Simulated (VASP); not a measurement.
Crystal: P.

```
CELL_PARAMETERS angstrom
6.73730 0.00000 0.00000
-3.36865 5.83467 0.00000
0.00000 0.00000 5.10665
ATOMIC_POSITIONS crystal
P 0.10119 0.74207 0.87449
P 0.25793 0.35912 0.54116
P 0.64088 0.89881 0.20782
P 0.89881 0.25793 0.37449
P 0.74207 0.64088 0.04116
P 0.35912 0.10119 0.70782
P 0.10119 0.35912 0.95884
P 0.64088 0.74207 0.62551
P 0.25793 0.89881 0.29218
P 0.89881 0.64088 0.45884
P 0.35912 0.25793 0.12551
P 0.74207 0.10119 0.79218
```

The cell was generated, and may not be a known phase.

```yaml
Program: VASP 6.6.1
Task: relaxation of cell and atoms
Functional: PBE
Potentials_or_basis: VASP PAW PBE potentials, release 64 (P)
Cutoff: 600 eV
k_mesh: 6 × 6 × 8
Occupations: gaussian, width 0.1 eV
Spin: no spin polarisation
```

At the start: pressure 0.2 GPa; volume 16.73 Å³/atom.

Problem. How do energy, volume and symmetry change on relaxing?

Solution. Over 7 steps the energy falls by 6.3 meV/atom and the volume is 16.68 Å³/atom (-0.3 %); space group P6_522 (No. 179, to 0.1 Å) before and after.

Step by step:
```
step  energy change (eV)  largest force (eV/Å)  pressure (GPa)  volume (Å³)
   1              0.0000                0.0713            0.19       200.74
   2             -0.0744                0.0039           -0.24       201.27
   3             -0.0748                0.0087           -0.27       201.31
   4             -0.0754                0.0226            0.05       200.49
   5             -0.0754                0.0212            0.02       200.57
   6             -0.0757                0.0173            0.02       200.47
   7             -0.0761                0.0058            0.01       200.18
```

Final structure:
```yaml
crystal:
  lattice:
    - [6.65796, 0.00000, 0.00000]
    - [-3.32898, 5.76596, 0.00000]
    - [0.00000, 0.00000, 5.21440]
  atoms:
    - { symbol: P, position: [0.10113, 0.74163, 0.87404] }
    - { symbol: P, position: [0.25837, 0.35950, 0.54070] }
    - { symbol: P, position: [0.64050, 0.89887, 0.20737] }
    - { symbol: P, position: [0.89887, 0.25837, 0.37404] }
    - { symbol: P, position: [0.74163, 0.64050, 0.04070] }
    - { symbol: P, position: [0.35950, 0.10113, 0.70737] }
    - { symbol: P, position: [0.10113, 0.35950, 0.95930] }
    - { symbol: P, position: [0.64050, 0.74163, 0.62596] }
    - { symbol: P, position: [0.25837, 0.89887, 0.29263] }
    - { symbol: P, position: [0.89887, 0.64050, 0.45930] }
    - { symbol: P, position: [0.35950, 0.25837, 0.12596] }
    - { symbol: P, position: [0.74163, 0.10113, 0.79263] }
```
